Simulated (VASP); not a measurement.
Runs of VASP 6.6.1 on AlGa3As4. The structure is that of space group P-43m (No. 215), or close to it. The cells are those of the table. 

```tsv
level	cell	k mesh	smearing	gap on the mesh (eV)	pressure (GPa)	largest force (eV/Å)
PBE	a = 5.740 Å, 8 atoms	4 × 4 × 4	gaussian 0.1 eV	0.54	0.2	-
r2SCAN	a = 5.740 Å, 8 atoms	6 × 6 × 6	gaussian 0.02 eV	(a)	-2.4	0.04
PBE	a = 5.740 Å, 8 atoms	2 × 2 × 2	gaussian 0.1 eV	0.53	(b)	0.03
PBE	a = 5.740 Å, 8 atoms	6 × 6 × 6	gaussian 0.02 eV	0.55	0.2	-
PBE	a = 5.744 Å, 8 atoms	2 × 2 × 2	gaussian 0.1 eV	0.52	0.2	-
```

Alike in all rows: task single point; potentials or basis VASP PAW PBE potentials, release 64 (Al, Ga_d, As); no spin polarisation; cutoff (eV) 520.

Fill in the values left out.

(a) 1.01; (b) 0.3.

Caveats: some runs use coarse meshes; the PAW data sets were made with another functional, which shifts forces and pressure a little (at least some runs).

A k mesh can miss the band edges, and the runs leave out spin-orbit coupling on As, Ga.
